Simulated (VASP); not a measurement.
# Mg16SeS15 (P1) in VASP: notebook

The runs below take Mg16SeS15 through single point, relaxation of volume and atoms at fixed shape, with PBEsol.

All numbers are computed with VASP 6.6.1; they aren't measurements. Logs are shortened: lines on timing, memory, paths and dates and some standing lists are left out, and cuts for length are marked.

### Step 1. The cell of the first run

The typed cell holds 64 atoms: a = 10.401 Å, b = 10.401 Å, c = 10.401 Å, α = 90.00°, β = 90.00°, γ = 90.00°.

### Step 2. Single point, PBEsol

Input file INCAR:

```
SYSTEM = Mg16SeS15
PREC = Accurate ; ENCUT = 500
EDIFF = 1E-6 ; ISMEAR = -1
SIGMA = 0.05 ; LREAL = Auto
LASPH = .TRUE. ; NELM = 120
ALGO = Normal ; ISIF = 2
LWAVE = .FALSE. ; LCHARG = .FALSE.
GGA = PS ; NBANDS = 166
ISYM = -1 ; GGA_COMPAT = .FALSE.
```

Input file KPOINTS:

```
explicit points
1
Reciprocal
  0.25000000   0.25000000   0.25000000 1
```

Input file POSCAR:

```
Mg16SeS15
1.0
   10.4012916713      0.0000000000      0.0000000000
    0.0000000000     10.4012916713      0.0000000000
    0.0000000000      0.0000000000     10.4012916713
S Se Mg
30 2 32
Direct
    0.2495150000      0.9999490000      0.9998390000
    0.2487870000      0.0005970000      0.4999620000
    0.2490450000      0.4997980000      0.9993260000
    0.2479730000      0.4989770000      0.5008370000
    0.7497740000      0.9998040000      0.9998040000
    0.7504600000      0.0004120000      0.4999690000
    0.7506560000      0.4997030000      0.9991910000
    0.7514160000      0.4987860000      0.5007420000
    0.9997490000      0.2497330000      0.9998660000
    0.9998400000      0.2497400000      0.5000930000
    0.9997620000      0.7499150000      0.9998080000
    0.9996330000      0.7497790000      0.5000570000
    0.4998680000      0.2491430000      0.9993630000
    0.4997520000      0.2489300000      0.5008000000
    0.4997620000      0.7507180000      0.9992060000
    0.9997670000      0.9998750000      0.2499250000
    0.9997440000      0.9998940000      0.7500070000
    0.9997260000      0.4997660000      0.2498150000
    0.9997210000      0.4996870000      0.7500580000
    0.4997410000      0.0005470000      0.2491280000
    0.4996830000      0.0005420000      0.7506920000
    0.4997060000      0.4989880000      0.7506140000
    0.2489990000      0.2491120000      0.2498850000
    0.2497280000      0.2499040000      0.7500380000
    0.2480060000      0.7506820000      0.2490100000
    0.2488660000      0.7499230000      0.7507720000
    0.7507110000      0.2488720000      0.2498640000
    0.7498210000      0.2497830000      0.7498990000
    0.7514210000      0.7505500000      0.2490000000
    0.7504400000      0.7498010000      0.7505810000
    0.4995610000      0.7501790000      0.5003410000
    0.4997680000      0.4993710000      0.2495250000
    0.9996140000      0.0000250000      0.9998240000
    0.9996020000      0.0009150000      0.4999550000
    0.9999040000      0.4997440000      0.9987820000
    0.9996760000      0.4985160000      0.5009970000
    0.4996690000      0.0010790000      0.9987350000
    0.4995980000      0.0048670000      0.5010760000
    0.4998370000      0.4986850000      0.9947380000
    0.4996630000      0.4941800000      0.5054550000
    0.2496090000      0.2498210000      0.0000450000
    0.2486290000      0.2497610000      0.4999910000
    0.2486440000      0.7499000000      0.9998860000
    0.2443510000      0.7498340000      0.4998600000
    0.7500370000      0.2497730000      0.9998100000
    0.7509770000      0.2495150000      0.4998830000
    0.7509420000      0.7496690000      0.9997550000
    0.7547700000      0.7495280000      0.4997510000
    0.2485770000      0.9998360000      0.2498810000
    0.2495110000      0.9999060000      0.7498970000
    0.2445620000      0.4998750000      0.2501860000
    0.2484720000      0.4999760000      0.7500570000
    0.7508130000      0.9996790000      0.2498730000
    0.7499760000      0.9998430000      0.7499040000
    0.7549210000      0.4995900000      0.2500450000
    0.7508670000      0.4998210000      0.7498910000
    0.9998320000      0.2487140000      0.2497500000
    0.9997940000      0.2496370000      0.7501530000
    0.9996990000      0.7509640000      0.2486950000
    0.9995770000      0.7499580000      0.7510250000
    0.4998270000      0.2446680000      0.2488520000
    0.4996930000      0.2486500000      0.7512550000
    0.4997750000      0.7552790000      0.2443560000
    0.4995820000      0.7510430000      0.7551010000
```

Potentials or basis: VASP PAW PBE potentials, release 64 (S, Se, Mg).

Command:

```console
$ cat potpaw_PBE.64/S/POTCAR potpaw_PBE.64/Se/POTCAR potpaw_PBE.64/Mg/POTCAR > POTCAR
$ mpirun -np 1 vasp_std > vasp.out
```

OUTCAR:

```text
SYSTEM = Mg16SeS15
   PREC = Accurate
   ENCUT = 500
   EDIFF = 1E-6
   ISMEAR = -1
   LREAL = Auto
   LASPH = .TRUE.
   NELM = 120
   ISIF = 2
   GGA = PS
   ISYM = -1

 ion  position               nearest neighbor table
   1  0.250  1.000  1.000-  41 2.60  33 2.60  50 2.60  49 2.60  43 2.60  37 2.60
   2  0.249  0.001  0.500-  42 2.59  34 2.59  50 2.60  49 2.60  44 2.61  38 2.61
   3  0.249  0.500  0.999-  35 2.59  52 2.59  41 2.60  43 2.60  39 2.61  51 2.61
   4  0.248  0.499  0.501-  36 2.58  42 2.59  52 2.59  51 2.61  44 2.61  40 2.62
   5  0.750  1.000  1.000-  33 2.60  54 2.60  45 2.60  53 2.60  37 2.60  47 2.60
   6  0.750  0.000  0.500-  46 2.59  34 2.59  54 2.60  53 2.60  38 2.61  48 2.61
[... 25 lines left out ...]
  32  0.500  0.499  0.250-  61 2.65  39 2.65  55 2.65  51 2.65  63 2.66  40 2.66
  33  1.000  0.000  1.000-   9 2.60  17 2.60   5 2.60   1 2.60  16 2.60  11 2.60
  34  1.000  0.001  0.500-  10 2.59   6 2.59   2 2.59  16 2.60  17 2.60  12 2.61  44 3.65  48 3.65
                            46 3.66
  35  1.000  0.500  0.999-  19 2.59   3 2.59   7 2.59   9 2.60  11 2.60  18 2.61  51 3.65  55 3.65
                            52 3.66
  36  1.000  0.499  0.501-   8 2.58   4 2.58  10 2.59  19 2.59  18 2.61  12 2.61  51 3.65  55 3.65
                            48 3.65  44 3.65
  37  0.500  0.001  0.999-  21 2.58  13 2.58   5 2.60   1 2.60  15 2.60  20 2.60  63 3.61  64 3.63
                            61 3.63  62 3.64
  38  0.500  0.005  0.501-  14 2.54  21 2.60   2 2.61   6 2.61  20 2.62  31 2.65  61 3.62  62 3.63
[... 28 lines left out ...]
  54  0.750  1.000  0.750-  17 2.60   5 2.60   6 2.60  28 2.60  30 2.60  21 2.60
  55  0.755  0.500  0.250-  18 2.55   8 2.61  27 2.61   7 2.61  29 2.61  32 2.65  36 3.65  57 3.65
                            59 3.65  35 3.65
  56  0.751  0.500  0.750-  19 2.59   8 2.59   7 2.59  30 2.60  28 2.60  22 2.61  40 3.65  39 3.65

  57  1.000  0.249  0.250-  16 2.59  27 2.59  23 2.59   9 2.60  10 2.60  18 2.61  55 3.65  51 3.65

  58  1.000  0.250  0.750-   9 2.60  17 2.60  24 2.60  28 2.60  19 2.60  10 2.60
  59  1.000  0.751  0.249-  29 2.58  25 2.58  11 2.59  16 2.59  18 2.61  12 2.61  44 3.65  51 3.65
                            48 3.65  55 3.65
  60  1.000  0.750  0.751-  11 2.59  30 2.59  26 2.59  17 2.60  19 2.60  12 2.61  44 3.65  48 3.65

  61  0.500  0.245  0.249-  20 2.54  13 2.60  23 2.61  27 2.61  14 2.62  32 2.65  38 3.62  37 3.63
                            53 3.65  49 3.65
  62  0.500  0.249  0.751-  13 2.58  21 2.58  24 2.60  28 2.60  22 2.60  14 2.61  40 3.61  39 3.63
                            38 3.63  37 3.64
  63  0.500  0.755  0.244-  15 2.55  20 2.55  29 2.62  25 2.62  32 2.66  31 2.66  37 3.61  53 3.64
                            43 3.65  49 3.65  47 3.65
  64  0.500  0.751  0.755-  15 2.54  21 2.60  26 2.61  30 2.61  22 2.62  31 2.65  39 3.62  37 3.63
                            43 3.65  47 3.65

IMPORTANT INFORMATION: All symmetrisations will be switched off!
NOSYMM: (Re-)initialisation of all symmetry stuff for point group C_1.

----------------------------------------------------------------------------------------

                                     Primitive cell

  volume of cell :    1125.2832

  direct lattice vectors                    reciprocal lattice vectors
    10.401291671  0.000000000  0.000000000     0.096141905  0.000000000  0.000000000
     0.000000000 10.401291671  0.000000000     0.000000000  0.096141905  0.000000000
     0.000000000  0.000000000 10.401291671     0.000000000  0.000000000  0.096141905

  length of vectors
    10.401291671 10.401291671 10.401291671     0.096141905  0.096141905  0.096141905

  position of ions in fractional coordinates (direct lattice)
     0.249515000  0.999949000  0.999839000
     0.248787000  0.000597000  0.499962000
     0.249045000  0.499798000  0.999326000
     0.247973000  0.498977000  0.500837000
     0.749774000  0.999804000  0.999804000
     0.750460000  0.000412000  0.499969000
[... 56 lines left out ...]
     0.499775000  0.755279000  0.244356000
     0.499582000  0.751043000  0.755101000

  ion indices of the primitive-cell ions
   primitive index   ion index
                 1           1
                 2           2
                 3           3
                 4           4
                 5           5
                 6           6
[... 56 lines left out ...]
                63          63
                64          64

----------------------------------------------------------------------------------------

 KPOINTS: explicit points

Read explicit list of k-points.

 Found      1 k-points:

 Following reciprocal coordinates:
            Coordinates               Weight
  0.250000  0.250000  0.250000      1.000000
   k-points           NKPTS =      1   k-points in BZ     NKDIM =      1   number of bands    NBANDS=    166
   number of dos      NEDOS =    301   number of ions     NIONS =     64
   total plane-waves  NPLWV = 512000
   dimension x,y,z NGX =    80 NGY =   80 NGZ =   80
   dimension x,y,z NGXF=   160 NGYF=  160 NGZF=  160
   ions per type =              30   2  32
   NGX,Y,Z   is equivalent  to a cutoff of  12.79, 12.79, 12.79 a.u.
   NGXF,Y,Z  is equivalent  to a cutoff of  25.57, 25.57, 25.57 a.u.
 SYSTEM =  Mg16SeS15
   PREC   = accura    normal or accurate (medium, high low for compatibility)
   ISTART =      0    job   : 0-new  1-cont  2-samecut
   ICHARG =      2    charge: 1-file 2-atom 10-const
   ISPIN  =      1    spin polarized calculation?
   LNONCOLLINEAR =      F non collinear calculations
   LSORBIT =      F    spin-orbit coupling
   LASPH  =      T    aspherical Exc in radial PAW
   ENCUT  =  500.0 eV  36.75 Ry    6.06 a.u.  18.96 18.96 18.96*2*pi/ulx,y,z
   NELM   =    120;   NELMIN=  2; NELMDL= -5     # of ELM steps
   EDIFF  = 0.1E-05   stopping-criterion for ELM
   LREAL  =      T    real-space projection
   EDIFFG = 0.1E-04   stopping-criterion for IOM
   NSW    =      0    number of steps for IOM
   IBRION =     -1    ionic relax: 0-MD 1-quasi-New 2-CG
   NFREE  =      0    steps in history (QN), initial steepest desc. (CG)
   ISIF   =      2    stress and relaxation
   ISYM   =     -1    0-nonsym 1-usesym 2-fastsym
   POTIM  = 0.5000    time-step for ionic-motion
   TEBEG  =    0.0;   TEEND  =   0.0 temperature during run
   PSTRESS=    0.0 pullay stress
   NELECT =     256.0000    total number of electrons
   NUPDOWN=      -1.0000    fix difference up-down
   EMIN   =  10.00;   EMAX   =-10.00  energy-range for DOS
   EFERMI =   0.00;   METHOD = LEGACY
   ISMEAR =    -1;   SIGMA  =   0.05  broadening in eV -4-tet -1-fermi 0-gaus
   EFERMI_NEDOS =   21; number of points for ismear=-14 and -15
   IALGO  =     38    algorithm
   IMIX   =      4    mixing-type and parameters
     AMIX     =   0.40;   BMIX     =  1.00
     AMIX_MAG =   1.60;   BMIX_MAG =  1.00
  volume/ion in A,a.u.               =      17.58       118.65
  Fermi-wavevector in a.u.,A,eV,Ry     =   0.999388  1.888570 13.589183  0.998777
  Thomas-Fermi vector in A             =   2.131675
   LORBIT       =      0    0 simple, 1 ext, 2 COOP (PROOUT), +10 PAW based schemes
   GGA     = PS    functional components
   LHFCALC =     F    Hartree Fock is set to
   AEXX    =    0.0000 exact exchange contribution
   IVDW    =     0    specifies the selected vdW correction
   LEPSILON=     F    determine dielectric tensor
   LRPA    =     F    only Hartree local field effects (RPA)
 non-spin polarized calculation
  energy-cutoff  :      500.00
  volume of cell :     1125.28
 maximum number of plane-waves:     28564
 NGX is ok and might be reduce to    80
   NGX = 37   NGY = 37   NGZ = 37

 number of electron     256.0000026 magnetization

 Free energy of the ion-electron system (eV)
  ---------------------------------------------------
  ext. energy  EPLUGINS =         0.00000000
  ---------------------------------------------------
  free energy    TOTEN  =      -288.26627294 eV

  energy without entropy =     -288.26627294  energy(sigma->0) =     -288.26627294

 E-fermi :   4.9162     XC(G=0):  -9.8660

 val. band max:        3.6638235984   @ k =   0.2500   0.2500   0.2500
 cond. band min:       6.9743475599   @ k =   0.2500   0.2500   0.2500
 fundamental gap:      3.3105239615
 Fermi energy:         4.9162285441

 k-point     1 :       0.2500    0.2500    0.2500
  band No.  band energies     occupation
      1      -8.8793      2.00000
      2      -8.5086      2.00000
      3      -8.4963      2.00000
      4      -8.4939      2.00000
      5      -8.1891      2.00000
      6      -8.1789      2.00000
[... 132 lines left out ...]
    139       8.3335      0.00000
    140       8.3365      0.00000
 [bands above 140 left out]

------------------------ aborting loop because EDIFF is reached ----------------------------------------

  FORCE on cell =-STRESS in cart. coord.  units (eV):
  Direction    XX          YY          ZZ          XY          YZ          ZX
  --------------------------------------------------------------------------------------
  -------------------------------------------------------------------------------------
  Total       -1.6199554     -1.6266478     -1.6481271     -2.7743949     -2.8149633     -2.7853186
  in kB       -2.3064912     -2.3160199     -2.3466022     -3.9501814     -4.0079426     -3.9657345
  external PRESSURE =      -2.3230378 kB  Pullay stress =       0.0000000 kB

 VOLUME and BASIS-vectors are now :
 -----------------------------------------------------------------------------
  energy-cutoff  :      500.00
  volume of cell :     1125.28
      direct lattice vectors                 reciprocal lattice vectors
    10.401291671  0.000000000  0.000000000     0.096141905  0.000000000  0.000000000
     0.000000000 10.401291671  0.000000000     0.000000000  0.096141905  0.000000000
     0.000000000  0.000000000 10.401291671     0.000000000  0.000000000  0.096141905

 POSITION                                       TOTAL-FORCE (eV/Angst)
 -----------------------------------------------------------------------------------
      2.59528     10.40076     10.39962         0.006258     -0.000201      0.002255
      2.58771      0.00621      5.20025         0.002435     -0.001861      0.000323
      2.59039      5.19854     10.39428        -0.000751      0.000613     -0.001920
      2.57924      5.19001      5.20935         0.003688      0.000594      0.000141
      7.79862     10.39925     10.39925         0.001382      0.000524      0.001122
      7.80575      0.00429      5.20032         0.000769      0.000759     -0.001661
[... 56 lines left out ...]
      5.19831      7.85588      2.54162        -0.002380      0.009514     -0.005659
      5.19630      7.81182      7.85403         0.003332      0.000821      0.002074
 -----------------------------------------------------------------------------------
    total drift:                               -0.008670     -0.002254      0.003377

  FREE ENERGIE OF THE ION-ELECTRON SYSTEM (eV)
  ---------------------------------------------------
  free  energy   TOTEN  =      -288.2662729442 eV

  energy  without entropy=     -288.2662729442  energy(sigma->0) =     -288.26627294
```

Wall time 6.3 min (1 thread of Intel Xeon 6975P-C (Granite Rapids), shared host); peak memory 0.99 GiB.

What came out:

| Property | Result |
| --- | --- |
| Free energy | -288.2663 eV |
| Pressure | -0.2 GPa |
| Largest force | 0.012 eV/Å |
| Band gap on the k mesh | 3.31 eV |

Forces in eV/Å, atoms in the order of the input:
```
S    0.006  0.000  0.002
S    0.002 -0.002  0.000
S   -0.001  0.001 -0.002
S    0.004  0.001  0.000
S    0.001  0.001  0.001
S    0.001  0.001 -0.002
S   -0.004  0.000 -0.002
S   -0.004  0.002 -0.003
S    0.002  0.004  0.003
S   -0.004 -0.006 -0.006
S   -0.001 -0.001 -0.002
S   -0.001  0.000 -0.006
S   -0.003 -0.002 -0.004
S    0.000  0.002 -0.005
S   -0.001 -0.007 -0.003
S   -0.003  0.003 -0.003
S   -0.003 -0.002 -0.004
S    0.000 -0.001  0.003
S   -0.002  0.004  0.000
S   -0.002  0.000 -0.001
S    0.002  0.002 -0.002
S    0.000  0.002  0.005
S    0.000 -0.001  0.004
S   -0.001 -0.004  0.003
S    0.003  0.000  0.004
S   -0.002  0.000 -0.006
S   -0.006  0.002  0.001
S   -0.001 -0.003  0.003
S   -0.004 -0.003  0.005
S    0.000  0.001  0.002
Se   0.004  0.001  0.001
Se   0.001  0.000  0.000
Mg   0.001 -0.001 -0.004
Mg   0.002  0.001  0.008
Mg  -0.003 -0.004  0.000
Mg   0.002  0.004  0.005
Mg   0.001 -0.002  0.002
Mg   0.002  0.003  0.004
Mg  -0.001 -0.002 -0.003
Mg   0.000 -0.008  0.008
Mg   0.000  0.003 -0.002
Mg   0.000  0.003 -0.002
Mg  -0.003 -0.003  0.002
Mg  -0.007 -0.005 -0.002
Mg  -0.002  0.000  0.003
Mg  -0.001  0.006  0.000
Mg   0.000  0.002  0.004
Mg   0.011  0.002 -0.001
Mg   0.001  0.000  0.003
Mg  -0.001 -0.002 -0.001
Mg  -0.011  0.003 -0.003
Mg   0.004 -0.002 -0.002
Mg   0.005  0.000  0.002
Mg  -0.003 -0.004 -0.002
Mg   0.009  0.007 -0.002
Mg   0.002 -0.001  0.001
Mg   0.000 -0.002  0.001
Mg  -0.001 -0.002  0.000
Mg   0.001  0.000  0.002
Mg   0.004  0.002  0.002
Mg   0.000 -0.005 -0.002
Mg   0.003  0.001 -0.004
Mg  -0.002  0.010 -0.006
Mg   0.003  0.001  0.002
```

Caveat: the PAW data sets were made with another functional, which shifts forces and pressure a little; a shifted mesh leaves out Γ, where band edges can lie. A k mesh can miss the band edges.

(Continued in part 2 of 2.)
